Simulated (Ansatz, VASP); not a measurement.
**Cd3Ga2O: VASP beside Ansatz**

```
Cd Ga O
1.0
     3.38724    0.00000    0.00000
    -1.69362    2.93344    0.00000
     0.00000    0.00000   12.70500
Cd Ga O
3 2 1
Direct
  0.00000 0.00000 0.22218
  0.66667 0.33333 0.59846
  0.33333 0.66667 0.84893
  0.00000 0.00000 0.01305
  0.66667 0.33333 0.38736
  0.33333 0.66667 0.68002
```

Change from the starting cell: species swapped into the MnCd2Te3 type (P3m1, No. 156).

Alike in both runs: functional PBE; k mesh 6 × 6 × 2; occupations gaussian, width 0.1 eV; no spin polarisation.

Ansatz relaxed the structure, and its values are those at the end. VASP's run is a single point on that final structure, the one shown.

|  | VASP | Ansatz |
| --- | --- | --- |
| version | VASP 6.6.1 | Ansatz 0.2.0 |
| potentials or method | VASP PAW PBE potentials, release 64 (Cd, Ga_d, O), cutoff 520 eV | scalar-relativistic, plane waves, PAW |
| valence electrons in the cell | 68 | 92 |

```csv
,VASP,Ansatz,Ansatz less VASP
gap on the k mesh at the Fermi level (eV),none,none,-
pressure (GPa),0.7,0.2,-0.49
rms of the force components (eV/Å),0.034,0.006,-0.0280
```

A gap of «none» marks a metal or a gap that the smearing closes. VASP's potentials hold 68 valence electrons a cell and Ansatz's 92, so a difference there can come from the potentials and not from the codes.
